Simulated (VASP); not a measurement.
A run of VASP 6.6.1 is set up as follows.

File INCAR:

```
SYSTEM = Rb
  ALGO = Normal
  EDIFF = 1E-6
  EDIFFG = -0.05
  ENCUT = 600
  GGA = PS
  IBRION = 2
  ISIF = 3
  ISMEAR = -1
  IVDW = 12
  LASPH = .TRUE.
  LCHARG = .FALSE.
  LREAL = .FALSE.
  LWAVE = .FALSE.
  NELM = 80
  NSW = 80
  PREC = Accurate
  SIGMA = 0.15
```

File KPOINTS:

```
k-points
0
G
  7 7 7
  0 0 0
```

File POSCAR:

```
Rb
1.0
    0.0000000000      3.6398850000      3.6398850000
    3.6398850000      0.0000000000      3.6398850000
    3.6398850000      3.6398850000      0.0000000000
Rb
1
Direct
    0.0000000000      0.0000000000      0.0000000000
```

Potentials or basis: VASP PAW PBE potentials, release 64 (Rb_sv).

Launch:

```bash
$ cat potpaw_PBE.64/Rb_sv/POTCAR > POTCAR
$ mpirun -np 1 vasp_std > vasp.out
```

(1) What does it give for the relaxed cell?

(2) What does it give for the space group after relaxing (to 0.05 Å)?

(3) Predict the dispersion energy per atom.

(4) Estimate the relaxed volume.

Answers

(1) a = 4.842 Å, b = 4.842 Å, c = 4.842 Å, α = 60.00°, β = 60.00°, γ = 60.00°.

(2) Fm-3m (No. 225).

(3) -0.137 eV.

(4) 80.27 Å³/atom.

Caveat: the volume moved by over 15 % at a fixed basis, so the end points are rough; the PAW data sets were made with another functional, which shifts forces and pressure a little; pairwise dispersion overbinds metals, which lowers pressure and volume.
